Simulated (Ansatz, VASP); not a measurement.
## One calculation of H2Pb, two programs

File INCAR:

```
SYSTEM = H2Pb
ALGO     = Normal         ! electronic algorithm
EDIFF    = 1E-8           ! SCF threshold, eV
ENCUT    = 520            ! plane-wave cutoff, eV
GGA      = PE             ! functional
ISIF     = 2              ! what is computed and relaxed
ISMEAR   = -1             ! smearing method
LASPH    = .TRUE.         ! aspherical terms in the spheres
LCHARG   = .FALSE.        ! write CHGCAR
LEFG     = .TRUE.       
LREAL    = .FALSE.        ! projectors in reciprocal space
LWAVE    = .FALSE.        ! write WAVECAR
NBANDS   = 15             ! bands
NELM     = 80             ! most SCF steps
PREC     = Accurate       ! precision mode
SIGMA    = 0.05           ! smearing width, eV
```

Contents of KPOINTS:

```
k-points
0
G
  11 11 6
  0 0 0
```

POSCAR

```
H2Pb
1.0
    3.7500520039      0.0000000000      0.0000000000
   -1.8750260019      3.2476403009      0.0000000000
    0.0000000000      0.0000000000      3.6439737521
Pb H
1 2
Direct
    0.0000000000      0.0000000000      0.0000000000
    0.3333333333      0.6666666667      0.2286228593
    0.6666666667      0.3333333333      0.7713771407
```

Input for Ansatz:

```yaml
crystal:
  lattice:
    - [3.7500520039, 0.0, 0.0]
    - [-1.8750260019, 3.2476403009, 0.0]
    - [0.0, 0.0, 3.6439737521]
  atoms:
    - { symbol: Pb, position: [0.0, 0.0, 0.0] }
    - { symbol: H, position: [0.3333333333, 0.6666666667, 0.2286228593] }
    - { symbol: H, position: [0.6666666667, 0.3333333333, 0.7713771407] }
kpoints:
  mp_grid: { grid: [11, 11, 6] }
  band_path:
    path:
      - [0.0, 0.0, 0.0]
      - [0.5, 0.0, 0.0]
      - [0.3333333333, 0.3333333333, 0.0]
      - [0.0, 0.0, 0.0]
      - [0.0, 0.0, 0.5]
      - [0.5, 0.0, 0.5]
      - [0.3333333333, 0.3333333333, 0.5]
      - [0.0, 0.0, 0.5]
      - [0.5, 0.0, 0.5]
    npoints: 14
scf:
  occupations: { method: fermi_dirac, width: 0.05 }
hamiltonian:
  xc: pbe
  pseudopotentials: { kind: paw }
output:
  forces: true
  stress: true
  eigenvalues: true
  efg: { contact_densities: true }
  populations: true
  bader: true
  dos: { projected: true, de: 0.2, e_range: [-14, 8] }
  write_density: true
  write_potential: true
  elf: true
  volumetric_format: npy
```

Alike in both runs: task electric field gradients; functional PBE; k mesh 11 × 11 × 6; occupations fermi-dirac, width 0.05 eV; no spin polarisation.

|  | VASP | Ansatz |
| --- | --- | --- |
| version | VASP 6.6.1 | Ansatz 0.2.0 |
| potentials or method | VASP PAW PBE potentials, release 64 (Pb_d, H) | PAW with Ansatz's default frozen-core files, scalar-relativistic |
| plane-wave cutoff (eV) | 520 | 420 |
| valence electrons in the cell | 16 | 16 |

VASP gave:

```
pressure (GPa)                                       : -0.1
size of Vzz on the site where it differs most (V/Å²) : 47.9
```

Task: Which values does Ansatz return?

Result: Pressure (GPa): 0.0; size of Vzz on the site where it differs most (V/Å²): 71.1.

Spin-orbit coupling is off throughout.
